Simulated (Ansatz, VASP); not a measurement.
# One calculation of Si4Ru, two programs

INCAR

```
SYSTEM = Si4Ru
PREC     = Accurate       ! precision mode
ENCUT    = 600            ! plane-wave cutoff, eV
EDIFF    = 1E-7           ! SCF threshold, eV
ISMEAR   = 0              ! smearing method
SIGMA    = 0.1            ! smearing width, eV
LREAL    = .FALSE.        ! projectors in reciprocal space
LASPH    = .TRUE.         ! aspherical terms in the spheres
NELM     = 100            ! most SCF steps
ALGO     = Normal         ! electronic algorithm
ISIF     = 3              ! what is computed and relaxed
LWAVE    = .FALSE.        ! write WAVECAR
LCHARG   = .FALSE.        ! write CHGCAR
GGA      = PE             ! functional
IBRION   = 2              ! ionic algorithm
NSW      = 90             ! ionic steps
EDIFFG   = -0.04          ! ionic threshold
```

The input KPOINTS:

```
Automatic mesh
0
G
  4 4 4
  0 0 0
```

Contents of POSCAR:

```
Si4Ru
1.0
    4.4979489400      0.0000000000      0.0000000000
    0.0000000000      4.4979489400      0.0000000000
    0.0000000000      0.0000000000      4.4979489400
Si Ru
4 1
Direct
    0.2437810800      0.7562189200      0.7562189200
    0.7562189200      0.2437810800      0.7562189200
    0.7562189200      0.7562189200      0.2437810800
    0.2437810800      0.2437810800      0.2437810800
    0.0000000000      0.0000000000      0.0000000000
```

Input for Ansatz:

```yaml
crystal:
  lattice:
    - [4.49794894, 0.0, 0.0]
    - [0.0, 4.49794894, 0.0]
    - [0.0, 0.0, 4.49794894]
  atoms:
    - { symbol: Si, position: [0.24378108, 0.75621892, 0.75621892] }
    - { symbol: Si, position: [0.75621892, 0.24378108, 0.75621892] }
    - { symbol: Si, position: [0.75621892, 0.75621892, 0.24378108] }
    - { symbol: Si, position: [0.24378108, 0.24378108, 0.24378108] }
    - { symbol: Ru, position: [0.0, 0.0, 0.0] }
basis:
  ecutwfc: 420
kpoints:
  mp_grid: { grid: [4, 4, 4] }
hamiltonian:
  xc: pbe
scf:
  occupations: { method: gaussian, width: 0.1 }
  lower_state_search: "off"
output:
  forces: true
  stress: true
  eigenvalues: true
relax:
  adjacent_minimum: "off"
  f_tol: 0.04
  max_steps: 70
  cell: { stress_tol: 0.4 }
```

Change from the starting cell: species swapped into the SnI4 type (P-43m, No. 215).

Alike in both runs: task relaxation of cell and atoms; functional PBE; k mesh 4 × 4 × 4; occupations gaussian, width 0.1 eV; no spin polarisation.

```csv
,VASP,Ansatz
version,VASP 6.6.1,Ansatz 0.2.0
potentials or method,"VASP PAW PBE potentials, release 64 (Si, Ru_pv), cutoff 600 eV","scalar-relativistic, plane waves, PAW"
valence electrons in the cell,30,32
```

```tsv
	VASP	Ansatz	Ansatz less VASP
gap on the k mesh at the Fermi level, each at its own relaxed structure (eV)	none	none	-
relaxed volume (Å³/atom)	17.41	17.37	-0.039
relaxed cell length with the largest relative difference (Å)	4.432	4.428	-0.0033
```

A gap of «none» marks a metal or a gap that the smearing closes. VASP's potentials hold 30 valence electrons a cell and Ansatz's 32, so a difference there can come from the potentials and not from the codes.
